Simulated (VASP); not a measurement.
# As (Cmce) in VASP: further runs

The runs below take As through single point, with r2SCAN.

Program: VASP 6.6.1. These are calculated values, not measurements. Logs are shortened: lines on timing, memory, paths and dates and some standing lists are left out, and cuts for length are marked.

## Step 1: The cell of the first run

Symmetry: Cmce, No. 64, orthorhombic system. The conventional cell has a = 3.647 Å, b = 11.400 Å, c = 4.745 Å, α = 90.00°, β = 90.00°, γ = 90.00°. Within 3.3 Å of As (site symmetry m) lie 3 As at 2.47 to 2.48 Å.

## Step 2: Single point, r2SCAN

The input, POSCAR:

```
As
1.0
    1.8235084482     -5.7000441180      0.0000000000
    1.8235084482      5.7000441180      0.0000000000
    0.0000000000      0.0000000000      4.7447556226
As
4
Direct
    0.1042342905      0.8957657095      0.0738731203
    0.8957657095      0.1042342905      0.9261268797
    0.3957657095      0.6042342905      0.5738731203
    0.6042342905      0.3957657095      0.4261268797
```

The input, INCAR.step1:

```
SYSTEM = As
  PREC = Accurate
  ENCUT = 520
  ISMEAR = 0
  SIGMA = 0.01
  LREAL = .FALSE.
  LASPH = .TRUE.
  NELM = 100
  NBANDS = 18
  GGA = PE
  ALGO = Normal
  EDIFF = 1E-4
  LWAVE = .TRUE.
  LCHARG = .FALSE.
```

The input, INCAR.step2:

```
SYSTEM = As
  PREC = Accurate
  ENCUT = 520
  EDIFF = 1E-7
  ISMEAR = 0
  SIGMA = 0.01
  LREAL = .FALSE.
  LASPH = .TRUE.
  NELM = 100
  ALGO = Normal
  ISIF = 2
  LWAVE = .FALSE.
  LCHARG = .FALSE.
  METAGGA = R2SCAN
  LMIXTAU = .TRUE.
  NBANDS = 18
  ISTART = 1
```

The input, KPOINTS:

```
regular mesh
0
G
  10 10 8
  0 0 0
```

Potentials or basis: VASP PAW PBE potentials, release 64 (As).

The run is started by

```sh
$ cat potpaw_PBE.64/As/POTCAR > POTCAR
$ cp INCAR.step1 INCAR
$ mpirun -np 1 vasp_std > vasp.out
$ cp INCAR.step2 INCAR
$ mpirun -np 1 vasp_std > vasp.out
```

OUTCAR:

```text
SYSTEM = As
   PREC = Accurate
   ENCUT = 520
   EDIFF = 1E-7
   ISMEAR = 0
   LREAL = .FALSE.
   LASPH = .TRUE.
   NELM = 100
   ISIF = 2
   METAGGA = R2SCAN
   ISTART = 1

 ion  position               nearest neighbor table
   1  0.104  0.896  0.074-   4 2.47   4 2.47   2 2.48
   2  0.896  0.104  0.926-   3 2.47   3 2.47   1 2.48
   3  0.396  0.604  0.574-   2 2.47   2 2.47   4 2.48
   4  0.604  0.396  0.426-   1 2.47   1 2.47   3 2.48

  LATTYP: Found a base centered orthorhombic cell.
 ALAT       =     3.6470168964
 B/A-ratio  =     3.1258665808
 C/A-ratio  =     1.3009963368

  Lattice vectors:

 A1 = (   1.8235084482,  -5.7000441180,   0.0000000000)
 A2 = (   1.8235084482,   5.7000441180,   0.0000000000)
 A3 = (   0.0000000000,   0.0000000000,   4.7447556226)

Analysis of symmetry for initial positions (statically):
=====================================================================
 Subroutine PRICEL returns:
 Original cell was already a primitive cell.

 Routine SETGRP: Setting up the symmetry group for a
 base centered orthorhombic supercell.

 Subroutine GETGRP returns: Found  8 space group operations
 (whereof  4 operations were pure point group operations)
 out of a pool of  8 trial point group operations.

The static configuration has the point symmetry C_2h.
 The point group associated with its full space group is D_2h.

Analysis of symmetry for dynamics (positions and initial velocities):
=====================================================================
 Subroutine PRICEL returns:
 Original cell was already a primitive cell.

 Routine SETGRP: Setting up the symmetry group for a
 base centered orthorhombic supercell.

 Subroutine GETGRP returns: Found  8 space group operations
 (whereof  4 operations were pure point group operations)
 out of a pool of  8 trial point group operations.

The dynamic configuration has the point symmetry C_2h.
 The point group associated with its full space group is D_2h.

 Subroutine INISYM returns: Found  8 space group operations
 (whereof  4 operations are pure point group operations),
 and found     1 'primitive' translations

----------------------------------------------------------------------------------------

                                     Primitive cell

  volume of cell :      98.6347

  direct lattice vectors                    reciprocal lattice vectors
     1.823508448 -5.700044118  0.000000000     0.274196701 -0.087718619  0.000000000
     1.823508448  5.700044118  0.000000000     0.274196701  0.087718619  0.000000000
[... 88 lines left out ...]
   NELM   =    100;   NELMIN=  2; NELMDL=  0     # of ELM steps
   EDIFF  = 0.1E-06   stopping-criterion for ELM
   LREAL  =      F    real-space projection
   EDIFFG = 0.1E-05   stopping-criterion for IOM
   NSW    =      0    number of steps for IOM
   IBRION =     -1    ionic relax: 0-MD 1-quasi-New 2-CG
   NFREE  =      0    steps in history (QN), initial steepest desc. (CG)
   ISIF   =      2    stress and relaxation
   ISYM   =      2    0-nonsym 1-usesym 2-fastsym
   POTIM  = 0.5000    time-step for ionic-motion
   TEBEG  =    0.0;   TEEND  =   0.0 temperature during run
   PSTRESS=    0.0 pullay stress
   NELECT =      20.0000    total number of electrons
   NUPDOWN=      -1.0000    fix difference up-down
   EMIN   =  10.00;   EMAX   =-10.00  energy-range for DOS
   EFERMI =   0.00;   METHOD = LEGACY
   ISMEAR =     0;   SIGMA  =   0.01  broadening in eV -4-tet -1-fermi 0-gaus
   EFERMI_NEDOS =   21; number of points for ismear=-14 and -15
   IALGO  =     38    algorithm
   IMIX   =      4    mixing-type and parameters
     AMIX     =   0.40;   BMIX     =  1.00
     AMIX_MAG =   1.60;   BMIX_MAG =  1.00
  volume/ion in A,a.u.               =      24.66       166.40
  Fermi-wavevector in a.u.,A,eV,Ry     =   0.961778  1.817497 12.585622  0.925017
  Thomas-Fermi vector in A             =   2.091180
   LORBIT       =      0    0 simple, 1 ext, 2 COOP (PROOUT), +10 PAW based schemes
   METAGGA = R2SCAN    functional components
   LHFCALC =     F    Hartree Fock is set to
   AEXX    =    0.0000 exact exchange contribution
   IVDW    =     0    specifies the selected vdW correction
   LEPSILON=     F    determine dielectric tensor
   LRPA    =     F    only Hartree local field effects (RPA)
 non-spin polarized calculation
 Gauss-broadening in eV      SIGMA  =   0.01
  energy-cutoff  :      520.00
  volume of cell :       98.63
 maximum number of plane-waves:      2676
 NGX is ok and might be reduce to    48
   NGX = 23   NGY = 23   NGZ = 17

 number of electron      20.0000002 magnetization

 Free energy of the ion-electron system (eV)
  ---------------------------------------------------
  ext. energy  EPLUGINS =         0.00000000
  ---------------------------------------------------
  free energy    TOTEN  =       -58.82700269 eV

  energy without entropy =      -58.82700269  energy(sigma->0) =      -58.82700269

 E-fermi :   3.9677     XC(G=0):  -9.6197

 val. band max:        3.8550937095   @ k =   0.5000   0.5000   0.0000
 cond. band min:       4.0491027921   @ k =   0.5000   0.5000   0.0000
 fundamental gap:      0.1940090827
 Fermi energy:         3.9677339854

 k-point     1 :       0.0000    0.0000    0.0000
  band No.  band energies     occupation
      1     -11.4319      2.00000
      2      -8.8958      2.00000
      3      -6.2205      2.00000
      4      -2.5808      2.00000
      5      -2.0643      2.00000
      6      -0.2760      2.00000
[... 481 lines left out ...]
      5      -0.8955      2.00000
      6      -0.4591      2.00000
[... 10 lines left out ...]
     17      11.1161      0.00000
     18      11.3969      0.00000

 [... further k-points ...]
[... 5 lines left out ...]
  --------------------------------------------------------------------------------------
  -------------------------------------------------------------------------------------
  Total        0.0371917      0.0999137      0.0895864      0.0000000     -0.0000000      0.0000000
  in kB        0.6041252      1.6229523      1.4552012      0.0000000     -0.0000000      0.0000000
  external PRESSURE =       1.2274262 kB  Pullay stress =       0.0000000 kB

 VOLUME and BASIS-vectors are now :
 -----------------------------------------------------------------------------
  energy-cutoff  :      520.00
  volume of cell :       98.63
      direct lattice vectors                 reciprocal lattice vectors
     1.823508448 -5.700044118  0.000000000     0.274196701 -0.087718619  0.000000000
     1.823508448  5.700044118  0.000000000     0.274196701  0.087718619  0.000000000
     0.000000000  0.000000000  4.744755623     0.000000000  0.000000000  0.210759010

 POSITION                                       TOTAL-FORCE (eV/Angst)
 -----------------------------------------------------------------------------------
      1.82351      4.51176      0.35051         0.000000     -0.025414     -0.027633
      1.82351     -4.51176      4.39425         0.000000      0.025414      0.027633
      1.82351      1.18828      2.72289         0.000000      0.025414     -0.027633
      1.82351     -1.18828      2.02187         0.000000     -0.025414      0.027633
 -----------------------------------------------------------------------------------
    total drift:                                0.000000     -0.000000      0.000000

  FREE ENERGIE OF THE ION-ELECTRON SYSTEM (eV)
  ---------------------------------------------------
  free  energy   TOTEN  =       -58.8270026914 eV

  energy  without entropy=      -58.8270026914  energy(sigma->0) =      -58.82700269
```

OUTCAR.step1:

```text
SYSTEM = As
   PREC = Accurate
   ENCUT = 520
   ISMEAR = 0
   LREAL = .FALSE.
   LASPH = .TRUE.
   NELM = 100
[... 736 lines left out ...]
      1.82351     -4.51176      4.39425         0.000000      0.257129      0.297986
      1.82351      1.18828      2.72289         0.000000      0.257129     -0.297986
      1.82351     -1.18828      2.02187         0.000000     -0.257129      0.297986
 -----------------------------------------------------------------------------------
    total drift:                                0.000000     -0.000000      0.000000

  FREE ENERGIE OF THE ION-ELECTRON SYSTEM (eV)
  ---------------------------------------------------
  free  energy   TOTEN  =       -18.5829648776 eV

  energy  without entropy=      -18.5829543209  energy(sigma->0) =      -18.58295960
```

Run time: 17 min. Hardware: 1 thread of AMD EPYC 9R45 (Zen 5), shared host; peak memory 0.4 GiB.

What came out:

```yaml
Free_energy: -58.8270 eV
Pressure: 0.1 GPa
Largest_force: 0.038 eV/Å
Band_gap_on_the_k_mesh: 0.19 eV, direct
```

Forces in eV/Å, atoms in the order of the input:
```
As   0.000 -0.025 -0.028
As   0.000  0.025  0.028
As   0.000  0.025 -0.028
As   0.000 -0.025  0.028
```

Stress tensor (GPa, compression positive):
```
0.06 0.00 0.00
0.00 0.16 0.00
0.00 0.00 0.15
```

Caveat: the PAW data sets were made with another functional, which shifts forces and pressure a little. A k mesh can miss the band edges.

## Step 3: Single point, r2SCAN

The input, POSCAR:

```
As
1.0
    1.8259429108     -5.6934005771      0.0000000000
    1.8259429108      5.6934005771      0.0000000000
    0.0000000000      0.0000000000      4.7398728700
As
4
Direct
    0.1045582800      0.8954417200      0.0735437500
    0.8954417200      0.1045582800      0.9264562500
    0.3954417200      0.6045582800      0.5735437500
    0.6045582800      0.3954417200      0.4264562500
```

The input, INCAR.step1:

```
SYSTEM = As
ALGO = Normal
EDIFF = 1E-4
ENCUT = 520
GGA = PE
ISMEAR = 0
LASPH = .True.
LCHARG = .False.
LREAL = .False.
LWAVE = .True.
NBANDS = 18
NELM = 100
PREC = Accurate
SIGMA = 0.1
```

The input, INCAR.step2:

```
SYSTEM = As
ALGO = Normal
EDIFF = 1E-7
ENCUT = 520
ISIF = 2
ISMEAR = 0
ISTART = 1
LASPH = .True.
LCHARG = .False.
LMIXTAU = .True.
LREAL = .False.
LWAVE = .False.
METAGGA = R2SCAN
NBANDS = 18
NELM = 100
PREC = Accurate
SIGMA = 0.1
```

The input, KPOINTS:

```
k-points
0
Gamma
  6 6 4
  0 0 0
```

Potentials or basis: VASP PAW PBE potentials, release 64 (As).

The run is started by

```sh
$ cat potpaw_PBE.64/As/POTCAR > POTCAR
$ cp INCAR.step1 INCAR
$ mpirun -np 1 vasp_std > vasp.out
$ cp INCAR.step2 INCAR
$ mpirun -np 1 vasp_std > vasp.out
```

OUTCAR:

```text
SYSTEM = As
   EDIFF = 1E-7
   ENCUT = 520
   ISIF = 2
   ISMEAR = 0
   ISTART = 1
   LASPH = .True.
   LREAL = .False.
   METAGGA = R2SCAN
   NELM = 100
   PREC = Accurate

 ion  position               nearest neighbor table
   1  0.105  0.895  0.074-   4 2.48   4 2.48   2 2.48
   2  0.895  0.105  0.926-   3 2.48   3 2.48   1 2.48
   3  0.395  0.605  0.574-   2 2.48   2 2.48   4 2.48
   4  0.605  0.395  0.426-   1 2.48   1 2.48   3 2.48

  LATTYP: Found a base centered orthorhombic cell.
 ALAT       =     3.6518858216
 B/A-ratio  =     3.1180605612
 C/A-ratio  =     1.2979247166

  Lattice vectors:

 A1 = (   1.8259429108,  -5.6934005771,   0.0000000000)
 A2 = (   1.8259429108,   5.6934005771,   0.0000000000)
 A3 = (   0.0000000000,   0.0000000000,   4.7398728700)

Analysis of symmetry for initial positions (statically):
=====================================================================
 Subroutine PRICEL returns:
 Original cell was already a primitive cell.

 Routine SETGRP: Setting up the symmetry group for a
 base centered orthorhombic supercell.

[... 168 lines left out ...]
  ---------------------------------------------------
  free energy    TOTEN  =       -58.82658924 eV

  energy without entropy =      -58.82625539  energy(sigma->0) =      -58.82642231

 E-fermi :   3.9519     XC(G=0):  -9.6283

 val. band max:        3.8595782033   @ k =   0.5000   0.5000   0.0000
 cond. band min:       4.0443163440   @ k =   0.5000   0.5000   0.0000
 fundamental gap:      0.1847381407
 Fermi energy:         3.9519472393

 k-point     1 :       0.0000    0.0000    0.0000
  band No.  band energies     occupation
      1     -11.4059      2.00000
      2      -8.8693      2.00000
      3      -6.1992      2.00000
      4      -2.5807      2.00000
      5      -2.0541      2.00000
      6      -0.2630      2.00000
[... 481 lines left out ...]
      5      -1.0082      2.00000
      6      -0.1788      2.00000
[... 10 lines left out ...]
     17      10.3873      0.00000
     18      11.6271      0.00000

 [... further k-points ...]
[... 5 lines left out ...]
  --------------------------------------------------------------------------------------
  -------------------------------------------------------------------------------------
  Total        0.1731510     -0.0547597     -0.1384546      0.0000000      0.0000000      0.0000000
  in kB        2.8150093     -0.8902589     -2.2509319      0.0000000      0.0000000      0.0000000
  external PRESSURE =      -0.1087271 kB  Pullay stress =       0.0000000 kB

 VOLUME and BASIS-vectors are now :
 -----------------------------------------------------------------------------
  energy-cutoff  :      520.00
  volume of cell :       98.55
      direct lattice vectors                 reciprocal lattice vectors
     1.825942911 -5.693400577  0.000000000     0.273831124 -0.087820977  0.000000000
     1.825942911  5.693400577  0.000000000     0.273831124  0.087820977  0.000000000
     0.000000000  0.000000000  4.739872870     0.000000000  0.000000000  0.210976123

 POSITION                                       TOTAL-FORCE (eV/Angst)
 -----------------------------------------------------------------------------------
      1.82594      4.50282      0.34859         0.000000      0.010054     -0.021748
      1.82594     -4.50282      4.39128         0.000000     -0.010054      0.021748
      1.82594      1.19058      2.71852         0.000000     -0.010054     -0.021748
      1.82594     -1.19058      2.02135         0.000000      0.010054      0.021748
 -----------------------------------------------------------------------------------
    total drift:                               -0.000000     -0.000000     -0.000000

  FREE ENERGIE OF THE ION-ELECTRON SYSTEM (eV)
  ---------------------------------------------------
  free  energy   TOTEN  =       -58.8265892383 eV

  energy  without entropy=      -58.8262553878  energy(sigma->0) =      -58.82642231
```

Wall time 4.7 min (1 thread of AMD EPYC 9R45 (Zen 5), shared host); peak memory 0.29 GiB.

What came out:

```
Free energy            : -58.8266 eV
Pressure               : 0.0 GPa
Largest force          : 0.024 eV/Å
Band gap on the k mesh : 0.18 eV, direct
```

Forces on the atoms (eV/Å):
```
As   0.000  0.010 -0.022
As   0.000 -0.010  0.022
As   0.000 -0.010 -0.022
As   0.000  0.010  0.022
```

Levels at points of the mesh, in eV from the valence-band top:
| k point | band 6 | band 7 | band 8 | band 9 | band 10 | band 11 | band 12 | band 13 | band 14 | band 15 |
| --- | --- | --- | --- | --- | --- | --- | --- | --- | --- | --- |
| (0.00, 0.00, 0.00) | -4.12 | -3.24 | -2.26 | -1.91 | -1.12 | 1.51 | 1.97 | 2.33 | 3.12 | 4.96 |
| (0.50, 0.00, 0.00) | -4.34 | -2.89 | -2.89 | -2.42 | -2.42 | 1.09 | 1.09 | 1.58 | 1.58 | 3.42 |
| (0.50, 0.50, 0.00) | -4.62 | -3.46 | -1.57 | -1.44 | 0.00 | 0.18 | 1.91 | 2.23 | 2.88 | 5.03 |
| (0.00, 0.00, 0.50) | -4.13 | -2.37 | -2.37 | -1.00 | -1.00 | 1.16 | 1.16 | 2.69 | 2.69 | 4.79 |
| (0.50, 0.00, 0.50) | -5.20 | -4.67 | -4.67 | -1.80 | -1.80 | 2.19 | 2.19 | 4.12 | 4.12 | 5.97 |
| (0.50, 0.50, 0.50) | -2.43 | -2.30 | -2.30 | -1.41 | -1.41 | 1.55 | 1.55 | 2.17 | 2.17 | 3.04 |

Caveat: the PAW data sets were made with another functional, which shifts forces and pressure a little.
